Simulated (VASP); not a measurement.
Input of a VASP 6.6.1 run:

POSCAR

```
BAs
1.0
    0.0000000000      2.3918698977      2.3918698977
    2.3918698977      0.0000000000      2.3918698977
    2.3918698977      2.3918698977      0.0000000000
B As
1 1
Direct
    0.0000000000      0.0000000000      0.0000000000
    0.2500000000      0.2500000000      0.2500000000
```

File INCAR.step1:

```
SYSTEM = BAs
ALGO     = Normal         ! electronic algorithm
EDIFF    = 1E-5           ! SCF threshold, eV
ENCUT    = 420            ! plane-wave cutoff, eV
GGA      = PE             ! functional
GGA_COMPAT= .False.      
ISIF     = 2              ! what is computed and relaxed
ISMEAR   = 0              ! smearing method
LASPH    = .True.         ! aspherical terms in the spheres
LREAL    = .False.        ! projectors in reciprocal space
LWAVE    = .True.         ! write WAVECAR
NBANDS   = 16             ! bands
NELM     = 120            ! most SCF steps
PREC     = Accurate       ! precision mode
SIGMA    = 0.01           ! smearing width, eV
```

INCAR.step2

```
SYSTEM = BAs
AEXX     = 0.75           ! exact-exchange fraction
ALGO     = Normal         ! electronic algorithm
EDIFF    = 1E-6           ! SCF threshold, eV
ENCUT    = 420            ! plane-wave cutoff, eV
GGA      = PE             ! functional
GGA_COMPAT= .False.      
HFSCREEN = 0.3            ! screening, 1/A
ISIF     = 2              ! what is computed and relaxed
ISMEAR   = 0              ! smearing method
ISTART   = 1            
LASPH    = .True.         ! aspherical terms in the spheres
LCHARG   = .True.         ! write CHGCAR
LELF     = .True.         ! ELF
LHFCALC  = .True.         ! exact exchange
LREAL    = .False.        ! projectors in reciprocal space
LVHAR    = .True.       
LWAVE    = .False.        ! write WAVECAR
NBANDS   = 16             ! bands
NELM     = 120            ! most SCF steps
PREC     = Accurate       ! precision mode
PRECFOCK = Normal       
SIGMA    = 0.01           ! smearing width, eV
```

Contents of KPOINTS:

```
k-points
0
Gamma
  4 4 4
  0 0 0
```

Potentials or basis: VASP PAW PBE potentials, release 64 (B, As_d).

The run is started by

```sh
$ cat potpaw_PBE.64/B/POTCAR potpaw_PBE.64/As_d/POTCAR > POTCAR
$ cp INCAR.step1 INCAR
$ mpirun -np 1 vasp_std > vasp.out
$ cp INCAR.step2 INCAR
$ mpirun -np 1 vasp_std > vasp.out
```

**Question.** Estimate the band gap on the k mesh.

**Answer.** 3.03 eV (least direct gap 5.46 eV).

**Question.** What does it give for the pressure?

**Answer.** -5.6 GPa.

Caveat: the k points lie up to 0.57 Å⁻¹ apart; the PAW data sets were made with another functional, which shifts forces and pressure a little. A k mesh can miss the band edges.
